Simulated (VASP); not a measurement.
# Ru (P6_3/mmc) in VASP: further runs

Ru is run at these levels: LDA, PBEsol; tasks: single point.

All numbers are computed with VASP 6.6.1; they aren't measurements. Logs are shortened: lines on timing, memory, paths and dates and some standing lists are left out, and cuts for length are marked.

## Step 1: The cell of the first run

The structure is hexagonal, space group P6_3/mmc (No. 194). Conventional cell: a = 2.724 Å, b = 2.724 Å, c = 4.310 Å, α = 90.00°, β = 90.00°, γ = 120.00°. Ru (site symmetry -6m2) has 12 Ru at 2.67 to 2.72 Å within 3.5 Å.

## Step 2: Single point, LDA (volume scaled by 1.02)

File INCAR:

```
SYSTEM = Ru
ALGO = Fast
EDIFF = 1E-6
ENCUT = 520
GGA = CA
ISIF = 2
ISMEAR = -1
LASPH = .True.
LCHARG = .True.
LELF = .True.
LREAL = .False.
LVHAR = .True.
LWAVE = .False.
NBANDS = 21
NELM = 60
PREC = Accurate
SIGMA = 0.05
```

File KPOINTS:

```
k-points
0
Gamma
  11 11 6
  0 0 0
```

File POSCAR:

```
Ru
1.0
    2.7237197275      0.0000000000      0.0000000000
   -1.3618598638      2.3588104769      0.0000000000
    0.0000000000      0.0000000000      4.3102577801
Ru
2
Direct
    0.6666666667      0.3333333333      0.7500000000
    0.3333333333      0.6666666667      0.2500000000
```

Potentials or basis: VASP PAW LDA potentials, release 64 (Ru_pv).

Command:

```sh
> cat potpaw_LDA.64/Ru_pv/POTCAR > POTCAR
> mpirun -np 1 vasp_std > vasp.out
```

OUTCAR:

```text
SYSTEM = Ru
   EDIFF = 1E-6
   ENCUT = 520
   GGA = CA
   ISIF = 2
   ISMEAR = -1
   LASPH = .True.
   LREAL = .False.
   NELM = 60
   PREC = Accurate

 ion  position               nearest neighbor table
   1  0.667  0.333  0.750-   2 2.67   2 2.67   2 2.67   2 2.67   2 2.67   2 2.67
   2  0.333  0.667  0.250-   1 2.67   1 2.67   1 2.67   1 2.67   1 2.67   1 2.67

  LATTYP: Found a hexagonal cell.
 ALAT       =     2.7237197275
 C/A-ratio  =     1.5824894671

  Lattice vectors:

 A1 = (   2.7237197275,   0.0000000000,   0.0000000000)
 A2 = (  -1.3618598638,   2.3588104769,   0.0000000000)
 A3 = (   0.0000000000,   0.0000000000,   4.3102577801)

Analysis of symmetry for initial positions (statically):
=====================================================================
 Subroutine PRICEL returns:
 Original cell was already a primitive cell.

 Routine SETGRP: Setting up the symmetry group for a
 hexagonal supercell.

 Subroutine GETGRP returns: Found 24 space group operations
 (whereof 12 operations were pure point group operations)
 out of a pool of 24 trial point group operations.

The static configuration has the point symmetry D_3d.
 The point group associated with its full space group is D_6h.

Analysis of symmetry for dynamics (positions and initial velocities):
=====================================================================
 Subroutine PRICEL returns:
 Original cell was already a primitive cell.

 Routine SETGRP: Setting up the symmetry group for a
 hexagonal supercell.

 Subroutine GETGRP returns: Found 24 space group operations
 (whereof 12 operations were pure point group operations)
 out of a pool of 24 trial point group operations.

The dynamic configuration has the point symmetry D_3d.
 The point group associated with its full space group is D_6h.

 Subroutine INISYM returns: Found 24 space group operations
 (whereof 12 operations are pure point group operations),
 and found     1 'primitive' translations

----------------------------------------------------------------------------------------

                                     Primitive cell

  volume of cell :      27.6923

  direct lattice vectors                    reciprocal lattice vectors
     2.723719727  0.000000000  0.000000000     0.367144971  0.211971248  0.000000000
    -1.361859864  2.358810477  0.000000000     0.000000000  0.423942496  0.000000000
     0.000000000  0.000000000  4.310257780     0.000000000  0.000000000  0.232004685

  length of vectors
     2.723719727  2.723719728  4.310257780     0.423942496  0.423942496  0.232004685

  position of ions in fractional coordinates (direct lattice)
     0.666666667  0.333333333  0.750000000
     0.333333333  0.666666667  0.250000000

  ion indices of the primitive-cell ions
   primitive index   ion index
                 1           1
                 2           2

----------------------------------------------------------------------------------------

 KPOINTS: k-points

Automatic generation of k-mesh.
 Grid dimensions read from file:
 generate k-points for:   11   11    6

 Generating k-lattice:

  Cartesian coordinates                     Fractional coordinates (reciprocal lattice)
     0.033376816  0.019270113  0.000000000     0.090909091  0.000000000  0.000000000
     0.000000000  0.038540227  0.000000000     0.000000000  0.090909091  0.000000000
     0.000000000  0.000000000  0.038667448     0.000000000  0.000000000  0.166666667

  Length of vectors
     0.038540227  0.038540227  0.038667448

  Shift w.r.t. Gamma in fractional coordinates (k-lattice)
     0.000000000  0.000000000  0.000000000

 Subroutine IBZKPT returns following result:
 ===========================================

 Found     64 irreducible k-points:

 Following reciprocal coordinates:
            Coordinates               Weight
  0.000000  0.000000  0.000000      1.000000
  0.090909  0.000000  0.000000      6.000000
  0.181818  0.000000  0.000000      6.000000
  0.272727 -0.000000  0.000000      6.000000
  0.363636  0.000000  0.000000      6.000000
  0.454545 -0.000000  0.000000      6.000000
[... 16 lines left out ...]
  0.090909  0.090909  0.166667     12.000000
  0.181818  0.090909  0.166667     24.000000
 [... further k-points ...]
   k-points           NKPTS =     64   k-points in BZ     NKDIM =     64   number of bands    NBANDS=     21
   number of dos      NEDOS =    301   number of ions     NIONS =      2
   total plane-waves  NPLWV =  12800
   dimension x,y,z NGX =    20 NGY =   20 NGZ =   32
   dimension x,y,z NGXF=    40 NGYF=   40 NGZF=   64
   ions per type =               2
   NGX,Y,Z   is equivalent  to a cutoff of  12.21, 12.21, 12.34 a.u.
   NGXF,Y,Z  is equivalent  to a cutoff of  24.41, 24.41, 24.68 a.u.
 SYSTEM =  Ru
   PREC   = accura    normal or accurate (medium, high low for compatibility)
   ISTART =      0    job   : 0-new  1-cont  2-samecut
   ICHARG =      2    charge: 1-file 2-atom 10-const
   ISPIN  =      1    spin polarized calculation?
   LNONCOLLINEAR =      F non collinear calculations
   LSORBIT =      F    spin-orbit coupling
   LASPH  =      T    aspherical Exc in radial PAW
   ENCUT  =  520.0 eV  38.22 Ry    6.18 a.u.   5.06  5.06  8.01*2*pi/ulx,y,z
   NELM   =     60;   NELMIN=  2; NELMDL= -5     # of ELM steps
   EDIFF  = 0.1E-05   stopping-criterion for ELM
   LREAL  =      F    real-space projection
   EDIFFG = 0.1E-04   stopping-criterion for IOM
   NSW    =      0    number of steps for IOM
   IBRION =     -1    ionic relax: 0-MD 1-quasi-New 2-CG
   NFREE  =      0    steps in history (QN), initial steepest desc. (CG)
   ISIF   =      2    stress and relaxation
   ISYM   =      2    0-nonsym 1-usesym 2-fastsym
   POTIM  = 0.5000    time-step for ionic-motion
   TEBEG  =    0.0;   TEEND  =   0.0 temperature during run
   PSTRESS=    0.0 pullay stress
   NELECT =      28.0000    total number of electrons
   NUPDOWN=      -1.0000    fix difference up-down
   EMIN   =  10.00;   EMAX   =-10.00  energy-range for DOS
   EFERMI =   0.00;   METHOD = LEGACY
   ISMEAR =    -1;   SIGMA  =   0.05  broadening in eV -4-tet -1-fermi 0-gaus
   EFERMI_NEDOS =   21; number of points for ismear=-14 and -15
   IALGO  =     68    algorithm
   IMIX   =      4    mixing-type and parameters
     AMIX     =   0.40;   BMIX     =  1.00
     AMIX_MAG =   1.60;   BMIX_MAG =  1.00
  volume/ion in A,a.u.               =      13.85        93.44
  Fermi-wavevector in a.u.,A,eV,Ry     =   1.643140  3.105085 36.734499  2.699910
  Thomas-Fermi vector in A             =   2.733325
   LORBIT       =      0    0 simple, 1 ext, 2 COOP (PROOUT), +10 PAW based schemes
   GGA     = CA    functional components
   LHFCALC =     F    Hartree Fock is set to
   AEXX    =    0.0000 exact exchange contribution
   IVDW    =     0    specifies the selected vdW correction
   LEPSILON=     F    determine dielectric tensor
   LRPA    =     F    only Hartree local field effects (RPA)
 non-spin polarized calculation
 RMM-DIIS sequential band-by-band and
  energy-cutoff  :      520.00
  volume of cell :       27.69
 maximum number of plane-waves:       764
   NGX = 11   NGY = 11   NGZ = 17

 number of electron      28.0000015 magnetization

 Free energy of the ion-electron system (eV)
  ---------------------------------------------------
  ext. energy  EPLUGINS =         0.00000000
  ---------------------------------------------------
  free energy    TOTEN  =       -21.30557351 eV

  energy without entropy =      -21.28829186  energy(sigma->0) =      -21.29693269

 E-fermi :  12.2646     XC(G=0): -14.2615

 val. band max:       12.2467584026   @ k =   0.2727  -0.0000   0.0000
 cond. band min:      12.2716564133   @ k =   0.3636   0.0000   0.3333
 fundamental gap:      0.0248980108
 Fermi energy:        12.2645900280

 k-point     1 :       0.0000    0.0000    0.0000
  band No.  band energies     occupation
      1     -31.0536      2.00000
      2     -30.1629      2.00000
      3     -30.1629      2.00000
      4     -30.0002      2.00000
      5     -30.0002      2.00000
      6     -29.9633      2.00000
[... 13 lines left out ...]
     20      22.3290      0.00000
     21      22.4224      0.00000

 k-point     2 :       0.0909    0.0000    0.0000
  band No.  band energies     occupation
      1     -31.0269      2.00000
      2     -30.2193      2.00000
      3     -30.1819      2.00000
      4     -30.0590      2.00000
      5     -30.0080      2.00000
      6     -29.9758      2.00000
[... 13 lines left out ...]
     20      22.3285      0.00000
     21      22.3966      0.00000

 k-point     3 :       0.1818    0.0000    0.0000
  band No.  band energies     occupation
      1     -30.9510      2.00000
      2     -30.3707      2.00000
      3     -30.2311      2.00000
      4     -30.2131      2.00000
      5     -30.0306      2.00000
      6     -30.0134      2.00000
[... 13 lines left out ...]
     20      22.3285      0.00000
     21      22.3560      0.00000

 k-point     4 :       0.2727   -0.0000    0.0000
  band No.  band energies     occupation
      1     -30.8388      2.00000
      2     -30.5692      2.00000
      3     -30.4075      2.00000
      4     -30.2927      2.00000
      5     -30.0753      2.00000
      6     -30.0623      2.00000
[... 13 lines left out ...]
     20      22.3395      0.00000
     21      25.5663      0.00000

 k-point     5 :       0.3636    0.0000    0.0000
  band No.  band energies     occupation
      1     -30.7512      2.00000
      2     -30.7120      2.00000
      3     -30.5793      2.00000
      4     -30.3473      2.00000
      5     -30.1556      2.00000
      6     -30.0929      2.00000
[... 13 lines left out ...]
     20      22.3246      0.00000
     21      22.9771      0.00000

 k-point     6 :       0.4545   -0.0000    0.0000
  band No.  band energies     occupation
      1     -30.8590      2.00000
      2     -30.6788      2.00000
      3     -30.6115      2.00000
      4     -30.3791      2.00000
      5     -30.2284      2.00000
      6     -30.1116      2.00000
[... 13 lines left out ...]
     20      23.8052      0.00000
     21      25.3155      0.00000

 k-point     7 :       0.0909    0.0909    0.0000
  band No.  band energies     occupation
      1     -30.9756      2.00000
      2     -30.3110      2.00000
      3     -30.2448      2.00000
      4     -30.1401      2.00000
      5     -30.0319      2.00000
      6     -30.0009      2.00000
[... 13 lines left out ...]
     20      22.3285      0.00000
     21      22.3651      0.00000
[... 291 lines left out ...]
      1     -30.8362      2.00000
      2     -30.5233      2.00000
      3     -30.4477      2.00000
      4     -30.2775      2.00000
      5     -30.0844      2.00000
      6     -30.0780      2.00000
[... 13 lines left out ...]
     20      22.3284      0.00000
     21      23.8398      0.00000

 k-point    21 :       0.3636    0.0000    0.1667
  band No.  band energies     occupation
      1     -30.8462      2.00000
      2     -30.6524      2.00000
      3     -30.5502      2.00000
      4     -30.3306      2.00000
      5     -30.1473      2.00000
      6     -30.1103      2.00000
[... 13 lines left out ...]
     20      23.1611      0.00000
     21      24.3758      0.00000

 k-point    22 :       0.4545   -0.0000    0.1667
  band No.  band energies     occupation
      1     -30.9141      2.00000
      2     -30.7404      2.00000
      3     -30.5152      2.00000
      4     -30.3615      2.00000
      5     -30.2044      2.00000
      6     -30.1299      2.00000
[... 13 lines left out ...]
     20      22.6285      0.00000
     21      23.9229      0.00000

 k-point    23 :       0.0909    0.0909    0.1667
  band No.  band energies     occupation
      1     -30.9218      2.00000
      2     -30.2919      2.00000
      3     -30.2492      2.00000
      4     -30.1765      2.00000
      5     -30.0448      2.00000
      6     -30.0252      2.00000
[... 13 lines left out ...]
     20      22.3284      0.00000
     21      23.6711      0.00000

 k-point    24 :       0.1818    0.0909    0.1667
  band No.  band energies     occupation
      1     -30.8554      2.00000
      2     -30.4437      2.00000
      3     -30.3979      2.00000
      4     -30.2505      2.00000
      5     -30.0883      2.00000
      6     -30.0583      2.00000
[... 13 lines left out ...]
     20      22.3284      0.00000
     21      23.8095      0.00000

 [... further k-points ...]
[... 5 lines left out ...]
  --------------------------------------------------------------------------------------
  -------------------------------------------------------------------------------------
  Total       -2.9386416     -2.9386416     -3.1349687      0.0000000     -0.0000000      0.0000000
  in kB     -170.0194069   -170.0194069   -181.3781988      0.0000000     -0.0000000      0.0000000
  external PRESSURE =    -173.8056709 kB  Pullay stress =       0.0000000 kB

 VOLUME and BASIS-vectors are now :
 -----------------------------------------------------------------------------
  energy-cutoff  :      520.00
  volume of cell :       27.69
      direct lattice vectors                 reciprocal lattice vectors
     2.723719727  0.000000000  0.000000000     0.367144971  0.211971248  0.000000000
    -1.361859864  2.358810477  0.000000000     0.000000000  0.423942496  0.000000000
     0.000000000  0.000000000  4.310257780     0.000000000  0.000000000  0.232004685

 POSITION                                       TOTAL-FORCE (eV/Angst)
 -----------------------------------------------------------------------------------
      1.36186      0.78627      3.23269        -0.000000      0.000000      0.000000
     -0.00000      1.57254      1.07756         0.000000     -0.000000      0.000000
 -----------------------------------------------------------------------------------
    total drift:                                0.000000     -0.000000      0.000000

  FREE ENERGIE OF THE ION-ELECTRON SYSTEM (eV)
  ---------------------------------------------------
  free  energy   TOTEN  =       -21.3055735148 eV

  energy  without entropy=      -21.2882918614  energy(sigma->0) =      -21.29693269
```

It took 15 s on 1 thread of Intel Xeon 6975P-C (Granite Rapids), shared host; peak memory 0.14 GiB.

Results:

| Quantity | Value |
| --- | --- |
| Free energy | -21.3056 eV |
| Pressure | -17.4 GPa |
| Band gap on the k mesh | zero (band 14 reaches 13.79 eV, above the bottom of band 15 at 10.80 eV) |

## Step 3: Single point, PBEsol (volume scaled by 1.02)

File INCAR:

```
PREC = Accurate ; ENCUT = 520
EDIFF = 1E-6 ; ISMEAR = -1
SIGMA = 0.05 ; LREAL = F
LASPH = T ; NELM = 100
ALGO = Fast ; ISIF = 2
LWAVE = F ; LCHARG = F
GGA = PS ; NBANDS = 21
```

File KPOINTS:

```
regular mesh
0
Gamma
  11 11 6
```

POSCAR is that of step 2.

Potentials or basis: VASP PAW PBE potentials, release 64 (Ru_pv).

Command:

```sh
> cat potpaw_PBE.64/Ru_pv/POTCAR > POTCAR
> mpirun -np 1 vasp_std > vasp.out
```

Run time: 14 s. Hardware: 1 thread of Intel Xeon 6975P-C (Granite Rapids), shared host; peak memory 0.15 GiB.

Results (log left out):

```
Free energy            : -20.2972 eV
Pressure               : -12.3 GPa
Band gap on the k mesh : zero (band 14 reaches 13.79 eV, above the bottom of band 15 at 10.81 eV)
```

Stress tensor (GPa, compression positive):
```
-11.97   0.00   0.00
  0.00 -11.97   0.00
  0.00   0.00 -12.86
```

Levels at points of the mesh, in eV from the Fermi level:
| k point | band 10 | band 11 | band 12 | band 13 | band 14 | band 15 | band 16 | band 17 | band 18 | band 19 |
| --- | --- | --- | --- | --- | --- | --- | --- | --- | --- | --- |
| (0.00, 0.00, 0.00) | -2.46 | -2.29 | -1.79 | -1.79 | -1.28 | -1.28 | 1.23 | 1.23 | 1.28 | 10.06 |
| (0.00, 0.00, 0.50) | -2.62 | -2.62 | -2.62 | -2.61 | -2.61 | 0.60 | 0.60 | 0.60 | 0.60 | 10.37 |

Caveat: the PAW data sets were made with another functional, which shifts forces and pressure a little.

[end of part 1 of 2]
